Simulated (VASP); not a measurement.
# Sn (Fd-3m) in VASP: settings compared

The runs below take Sn through single point, with PBE, LDA, r2SCAN.

Everything below comes from runs of VASP 6.6.1. Logs are shortened: lines on timing, memory, paths and dates and some standing lists are left out, and cuts for length are marked.

### Step 1. The cell of the first run

Symmetry: Fd-3m, No. 227, cubic system. Conventional cell: a = 6.569 Å, b = 6.569 Å, c = 6.569 Å, α = 90.00°, β = 90.00°, γ = 90.00°. Within 3.7 Å of Sn (site symmetry -43m) lie 4 Sn at 2.84 Å.

### Step 2. Single point, PBE

Contents of INCAR:

```
PREC = Accurate ; ENCUT = 520
EDIFF = 1E-6 ; ISMEAR = -1
SIGMA = 0.02 ; LREAL = False
LASPH = True ; NELM = 80
ALGO = Normal ; ISIF = 2
LWAVE = False ; LCHARG = False
GGA = PE ; NBANDS = 21
```

Contents of KPOINTS:

```
Automatic mesh
0
Gamma
  6 6 6
```

Contents of POSCAR:

```
Sn
1.0
    0.0000000000      3.2844597808      3.2844597808
    3.2844597808      0.0000000000      3.2844597808
    3.2844597808      3.2844597808      0.0000000000
Sn
2
Direct
    0.0000000000      0.0000000000      0.0000000000
    0.2500000000      0.2500000000      0.2500000000
```

Potentials or basis: VASP PAW PBE potentials, release 64 (Sn_d).

The run is started by

```console
> cat potpaw_PBE.64/Sn_d/POTCAR > POTCAR
> mpirun -np 1 vasp_std > vasp.out
```

OUTCAR:

```text
PREC = Accurate
   ENCUT = 520
   EDIFF = 1E-6
   ISMEAR = -1
   LREAL = False
   LASPH = True
   NELM = 80
   ISIF = 2
   GGA = PE

 ion  position               nearest neighbor table
   1  0.000  0.000  0.000-   2 2.84   2 2.84   2 2.84   2 2.84
   2  0.250  0.250  0.250-   1 2.84   1 2.84   1 2.84   1 2.84

  LATTYP: Found a face centered cubic cell.
 ALAT       =     6.5689195616

  Lattice vectors:

 A1 = (   0.0000000000,   3.2844597808,   3.2844597808)
 A2 = (   3.2844597808,   0.0000000000,   3.2844597808)
 A3 = (   3.2844597808,   3.2844597808,   0.0000000000)

Analysis of symmetry for initial positions (statically):
=====================================================================
 Subroutine PRICEL returns:
 Original cell was already a primitive cell.

 Routine SETGRP: Setting up the symmetry group for a
 face centered cubic supercell.

 Subroutine GETGRP returns: Found 48 space group operations
 (whereof 24 operations were pure point group operations)
 out of a pool of 48 trial point group operations.

The static configuration has the point symmetry T_d .
 The point group associated with its full space group is O_h .

Analysis of symmetry for dynamics (positions and initial velocities):
=====================================================================
 Subroutine PRICEL returns:
 Original cell was already a primitive cell.

 Routine SETGRP: Setting up the symmetry group for a
 face centered cubic supercell.

 Subroutine GETGRP returns: Found 48 space group operations
 (whereof 24 operations were pure point group operations)
 out of a pool of 48 trial point group operations.

The dynamic configuration has the point symmetry T_d .
 The point group associated with its full space group is O_h .

 Subroutine INISYM returns: Found 48 space group operations
 (whereof 24 operations are pure point group operations),
 and found     1 'primitive' translations

----------------------------------------------------------------------------------------

                                     Primitive cell

  volume of cell :      70.8634

  direct lattice vectors                    reciprocal lattice vectors
     0.000000000  3.284459781  3.284459781    -0.152232036  0.152232036  0.152232036
     3.284459781  0.000000000  3.284459781     0.152232036 -0.152232036  0.152232036
     3.284459781  3.284459781  0.000000000     0.152232036  0.152232036 -0.152232036
[... 65 lines left out ...]
 SYSTEM =  unknown system
   PREC   = accura    normal or accurate (medium, high low for compatibility)
   ISTART =      0    job   : 0-new  1-cont  2-samecut
   ICHARG =      2    charge: 1-file 2-atom 10-const
   ISPIN  =      1    spin polarized calculation?
   LNONCOLLINEAR =      F non collinear calculations
   LSORBIT =      F    spin-orbit coupling
   LASPH  =      T    aspherical Exc in radial PAW
   ENCUT  =  520.0 eV  38.22 Ry    6.18 a.u.   8.64  8.64  8.64*2*pi/ulx,y,z
   NELM   =     80;   NELMIN=  2; NELMDL= -5     # of ELM steps
   EDIFF  = 0.1E-05   stopping-criterion for ELM
   LREAL  =      F    real-space projection
   EDIFFG = 0.1E-04   stopping-criterion for IOM
   NSW    =      0    number of steps for IOM
   IBRION =     -1    ionic relax: 0-MD 1-quasi-New 2-CG
   NFREE  =      0    steps in history (QN), initial steepest desc. (CG)
   ISIF   =      2    stress and relaxation
   ISYM   =      2    0-nonsym 1-usesym 2-fastsym
   POTIM  = 0.5000    time-step for ionic-motion
   TEBEG  =    0.0;   TEEND  =   0.0 temperature during run
   PSTRESS=    0.0 pullay stress
   NELECT =      28.0000    total number of electrons
   NUPDOWN=      -1.0000    fix difference up-down
   EMIN   =  10.00;   EMAX   =-10.00  energy-range for DOS
   EFERMI =   0.00;   METHOD = LEGACY
   ISMEAR =    -1;   SIGMA  =   0.02  broadening in eV -4-tet -1-fermi 0-gaus
   EFERMI_NEDOS =   21; number of points for ismear=-14 and -15
   IALGO  =     38    algorithm
   IMIX   =      4    mixing-type and parameters
     AMIX     =   0.40;   BMIX     =  1.00
     AMIX_MAG =   1.60;   BMIX_MAG =  1.00
  volume/ion in A,a.u.               =      35.43       239.10
  Fermi-wavevector in a.u.,A,eV,Ry     =   1.201306  2.270139 19.635051  1.443136
  Thomas-Fermi vector in A             =   2.337118
   LORBIT       =      0    0 simple, 1 ext, 2 COOP (PROOUT), +10 PAW based schemes
   GGA     = PE    functional components
[... 5 lines left out ...]
 non-spin polarized calculation
  energy-cutoff  :      520.00
  volume of cell :       70.86
 maximum number of plane-waves:      1932
 NGX is ok and might be reduce to    36
   NGX = 17   NGY = 17   NGZ = 17

 number of electron      27.9999984 magnetization

 Free energy of the ion-electron system (eV)
  ---------------------------------------------------
  ext. energy  EPLUGINS =         0.00000000
  ---------------------------------------------------
  free energy    TOTEN  =        -7.64664599 eV

  energy without entropy =       -7.64612787  energy(sigma->0) =       -7.64638693

 E-fermi :   5.1932     XC(G=0):  -8.7109

 val. band max:        4.9352981310   @ k =   0.1667   0.0000   0.0000
 cond. band min:       5.1932445290   @ k =   0.5000   0.0000   0.0000
 fundamental gap:      0.2579463980
 Fermi energy:         5.1931923361

 k-point     1 :       0.0000    0.0000    0.0000
  band No.  band energies     occupation
      1     -16.3436      2.00000
      2     -16.3436      2.00000
      3     -16.3436      2.00000
      4     -16.2891      2.00000
      5     -16.2891      2.00000
      6     -16.0086      2.00000
[... 373 lines left out ...]
     20      14.1113      0.00000
     21      15.3401      0.00000

------------------------ aborting loop because EDIFF is reached ----------------------------------------

  FORCE on cell =-STRESS in cart. coord.  units (eV):
  Direction    XX          YY          ZZ          XY          YZ          ZX
  --------------------------------------------------------------------------------------
  -------------------------------------------------------------------------------------
  Total        0.6818386      0.6818386      0.6818386      0.0000000      0.0000000     -0.0000000
  in kB       15.4159512     15.4159512     15.4159512      0.0000000      0.0000000     -0.0000000
  external PRESSURE =      15.4159512 kB  Pullay stress =       0.0000000 kB

 VOLUME and BASIS-vectors are now :
 -----------------------------------------------------------------------------
  energy-cutoff  :      520.00
  volume of cell :       70.86
      direct lattice vectors                 reciprocal lattice vectors
     0.000000000  3.284459781  3.284459781    -0.152232036  0.152232036  0.152232036
     3.284459781  0.000000000  3.284459781     0.152232036 -0.152232036  0.152232036
     3.284459781  3.284459781  0.000000000     0.152232036  0.152232036 -0.152232036

 POSITION                                       TOTAL-FORCE (eV/Angst)
 -----------------------------------------------------------------------------------
      0.00000      0.00000      0.00000        -0.000000     -0.000000     -0.000000
      1.64223      1.64223      1.64223         0.000000      0.000000      0.000000
 -----------------------------------------------------------------------------------
    total drift:                                0.000000      0.000000      0.000000

  FREE ENERGIE OF THE ION-ELECTRON SYSTEM (eV)
  ---------------------------------------------------
  free  energy   TOTEN  =        -7.6466459862 eV

  energy  without entropy=       -7.6461278677  energy(sigma->0) =       -7.64638693
```

OSZICAR:

```text
N       E                     dE             d eps       ncg     rms          rms(c)
DAV:   1     0.226571642219E+03    0.22657E+03   -0.14406E+04   682   0.186E+03
DAV:   2     0.179962358683E+02   -0.20858E+03   -0.20438E+03   677   0.451E+02
DAV:   3    -0.681370165741E+01   -0.24810E+02   -0.24624E+02   767   0.142E+02
DAV:   4    -0.766512790275E+01   -0.85143E+00   -0.85102E+00   772   0.291E+01
DAV:   5    -0.769985444241E+01   -0.34727E-01   -0.34725E-01   990   0.551E+00    0.307E+00
DAV:   6    -0.766206019455E+01    0.37794E-01   -0.27569E-02   895   0.203E+00    0.180E+00
DAV:   7    -0.764427967472E+01    0.17781E-01   -0.43002E-02   732   0.214E+00    0.162E-01
DAV:   8    -0.764618873463E+01   -0.19091E-02   -0.56884E-03   762   0.826E-01    0.514E-02
DAV:   9    -0.764661894007E+01   -0.43021E-03   -0.53220E-04   748   0.148E-01    0.121E-02
DAV:  10    -0.764664083047E+01   -0.21890E-04   -0.37466E-05   839   0.493E-02    0.613E-03
DAV:  11    -0.764664605123E+01   -0.52208E-05   -0.81336E-06   584   0.179E-02    0.658E-04
DAV:  12    -0.764664598620E+01    0.65030E-07   -0.30765E-07   600   0.585E-03
   1 F= -.76466460E+01 E0= -.76463869E+01  d E =-.518119E-03
```

It took 18 s on 1 thread of Intel Xeon Platinum 8259CL at 2.50GHz (Skylake/Cascade Lake), shared host; peak memory 0.2 GiB.

Results:

- Free energy: -7.6466 eV
- Pressure: 1.5 GPa
- Band gap on the k mesh: zero (band 14 reaches 5.36 eV, above the bottom of band 15 at 5.19 eV)

Caveat: spin-orbit coupling is left out, which moves the levels of the heavy elements.

### Step 3. Single point, LDA

Contents of INCAR:

```
SYSTEM = Sn
PREC = Accurate
ENCUT = 520
EDIFF = 1E-6
ISMEAR = -1
SIGMA = 0.02
LREAL = .FALSE.
LASPH = .TRUE.
NELM = 60
ALGO = Normal
ISIF = 2
LWAVE = .FALSE.
LCHARG = .TRUE.
LELF = .TRUE.
LVHAR = .TRUE.
NBANDS = 21
```

Contents of KPOINTS:

```
Automatic mesh
0
G
  6 6 6
  0 0 0
```

POSCAR is that of step 2.

Potentials or basis: VASP PAW LDA potentials, release 64 (Sn_d).

The run is started by

```console
> cat potpaw_LDA.64/Sn_d/POTCAR > POTCAR
> mpirun -np 1 vasp_std > vasp.out
```

OUTCAR:

```text
SYSTEM = Sn
   PREC = Accurate
   ENCUT = 520
   EDIFF = 1E-6
   ISMEAR = -1
   LREAL = .FALSE.
   LASPH = .TRUE.
   NELM = 60
   ISIF = 2

 ion  position               nearest neighbor table
   1  0.000  0.000  0.000-   2 2.84   2 2.84   2 2.84   2 2.84
   2  0.250  0.250  0.250-   1 2.84   1 2.84   1 2.84   1 2.84

  LATTYP: Found a face centered cubic cell.
 ALAT       =     6.5689195616

  Lattice vectors:

 A1 = (   0.0000000000,   3.2844597808,   3.2844597808)
 A2 = (   3.2844597808,   0.0000000000,   3.2844597808)
 A3 = (   3.2844597808,   3.2844597808,   0.0000000000)

Analysis of symmetry for initial positions (statically):
=====================================================================
 Subroutine PRICEL returns:
 Original cell was already a primitive cell.

 Routine SETGRP: Setting up the symmetry group for a
 face centered cubic supercell.

 Subroutine GETGRP returns: Found 48 space group operations
 (whereof 24 operations were pure point group operations)
 out of a pool of 48 trial point group operations.

The static configuration has the point symmetry T_d .
 The point group associated with its full space group is O_h .

Analysis of symmetry for dynamics (positions and initial velocities):
=====================================================================
 Subroutine PRICEL returns:
 Original cell was already a primitive cell.

 Routine SETGRP: Setting up the symmetry group for a
 face centered cubic supercell.

 Subroutine GETGRP returns: Found 48 space group operations
 (whereof 24 operations were pure point group operations)
 out of a pool of 48 trial point group operations.

The dynamic configuration has the point symmetry T_d .
 The point group associated with its full space group is O_h .

 Subroutine INISYM returns: Found 48 space group operations
 (whereof 24 operations are pure point group operations),
[... 99 lines left out ...]
   NUPDOWN=      -1.0000    fix difference up-down
   EMIN   =  10.00;   EMAX   =-10.00  energy-range for DOS
   EFERMI =   0.00;   METHOD = LEGACY
   ISMEAR =    -1;   SIGMA  =   0.02  broadening in eV -4-tet -1-fermi 0-gaus
   EFERMI_NEDOS =   21; number of points for ismear=-14 and -15
   IALGO  =     38    algorithm
   IMIX   =      4    mixing-type and parameters
     AMIX     =   0.40;   BMIX     =  1.00
     AMIX_MAG =   1.60;   BMIX_MAG =  1.00
  volume/ion in A,a.u.               =      35.43       239.10
  Fermi-wavevector in a.u.,A,eV,Ry     =   1.201306  2.270139 19.635051  1.443136
  Thomas-Fermi vector in A             =   2.337118
   LORBIT       =      0    0 simple, 1 ext, 2 COOP (PROOUT), +10 PAW based schemes
   GGA     = CA    functional components
   LHFCALC =     F    Hartree Fock is set to
   AEXX    =    0.0000 exact exchange contribution
   IVDW    =     0    specifies the selected vdW correction
   LEPSILON=     F    determine dielectric tensor
   LRPA    =     F    only Hartree local field effects (RPA)
 non-spin polarized calculation
  energy-cutoff  :      520.00
  volume of cell :       70.86
 maximum number of plane-waves:      1932
 NGX is ok and might be reduce to    36
   NGX = 17   NGY = 17   NGZ = 17

 number of electron      27.9999985 magnetization

 Free energy of the ion-electron system (eV)
  ---------------------------------------------------
  ext. energy  EPLUGINS =         0.00000000
  ---------------------------------------------------
  free energy    TOTEN  =        -8.89074553 eV

  energy without entropy =       -8.89022110  energy(sigma->0) =       -8.89048332

 E-fermi :   4.8225     XC(G=0):  -9.0343

 val. band max:        4.8224789708   @ k =   0.5000   0.0000   0.0000
 cond. band min:       4.9940854481   @ k =   0.3333   0.0000   0.0000
 fundamental gap:      0.1716064773
 Fermi energy:         4.8225472168

 k-point     1 :       0.0000    0.0000    0.0000
  band No.  band energies     occupation
      1     -16.5482      2.00000
      2     -16.5482      2.00000
      3     -16.5482      2.00000
      4     -16.4919      2.00000
      5     -16.4919      2.00000
      6     -16.2086      2.00000
[... 373 lines left out ...]
     20      13.7623      0.00000
     21      15.0404      0.00000

------------------------ aborting loop because EDIFF is reached ----------------------------------------

  FORCE on cell =-STRESS in cart. coord.  units (eV):
  Direction    XX          YY          ZZ          XY          YZ          ZX
  --------------------------------------------------------------------------------------
  -------------------------------------------------------------------------------------
  Total       -0.7626462     -0.7626462     -0.7626462      0.0000000      0.0000000      0.0000000
  in kB      -17.2429613    -17.2429613    -17.2429613      0.0000000      0.0000000      0.0000000
  external PRESSURE =     -17.2429613 kB  Pullay stress =       0.0000000 kB

 VOLUME and BASIS-vectors are now :
 -----------------------------------------------------------------------------
  energy-cutoff  :      520.00
  volume of cell :       70.86
      direct lattice vectors                 reciprocal lattice vectors
     0.000000000  3.284459781  3.284459781    -0.152232036  0.152232036  0.152232036
     3.284459781  0.000000000  3.284459781     0.152232036 -0.152232036  0.152232036
     3.284459781  3.284459781  0.000000000     0.152232036  0.152232036 -0.152232036

 POSITION                                       TOTAL-FORCE (eV/Angst)
 -----------------------------------------------------------------------------------
      0.00000      0.00000      0.00000        -0.000000      0.000000     -0.000000
      1.64223      1.64223      1.64223         0.000000     -0.000000      0.000000
 -----------------------------------------------------------------------------------
    total drift:                                0.000000      0.000000      0.000000

  FREE ENERGIE OF THE ION-ELECTRON SYSTEM (eV)
  ---------------------------------------------------
  free  energy   TOTEN  =        -8.8907455272 eV

  energy  without entropy=       -8.8902211036  energy(sigma->0) =       -8.89048332
```

OSZICAR:

```text
N       E                     dE             d eps       ncg     rms          rms(c)
DAV:   1     0.227343470595E+03    0.22734E+03   -0.14389E+04   682   0.187E+03
DAV:   2     0.173158742449E+02   -0.21003E+03   -0.20581E+03   677   0.452E+02
DAV:   3    -0.807852510929E+01   -0.25394E+02   -0.25206E+02   767   0.143E+02
DAV:   4    -0.897197967189E+01   -0.89345E+00   -0.89302E+00   772   0.299E+01
DAV:   5    -0.900877908249E+01   -0.36799E-01   -0.36798E-01   993   0.570E+00    0.313E+00
DAV:   6    -0.892987104079E+01    0.78908E-01   -0.36761E-02   834   0.217E+00    0.177E+00
DAV:   7    -0.889009333064E+01    0.39778E-01   -0.56016E-02   742   0.207E+00    0.144E-01
DAV:   8    -0.889064427648E+01   -0.55095E-03   -0.50928E-03   782   0.766E-01    0.543E-02
DAV:   9    -0.889074644782E+01   -0.10217E-03   -0.16483E-04   879   0.915E-02    0.133E-02
DAV:  10    -0.889074500667E+01    0.14412E-05   -0.12121E-05   903   0.361E-02    0.373E-03
DAV:  11    -0.889074552717E+01   -0.52049E-06   -0.97809E-07   581   0.728E-03
   1 F= -.88907455E+01 E0= -.88904833E+01  d E =-.524424E-03
```

Wall time 16 s (1 thread of Intel Xeon Platinum 8259CL at 2.50GHz (Skylake/Cascade Lake), shared host); peak memory 0.17 GiB.

Results:

```
Free energy            : -8.8907 eV
Pressure               : -1.7 GPa
Band gap on the k mesh : zero (band 14 reaches 5.08 eV, above the bottom of band 15 at 4.82 eV)
```

Caveat: spin-orbit coupling is left out, which moves the levels of the heavy elements.

[end of part 1 of 2]
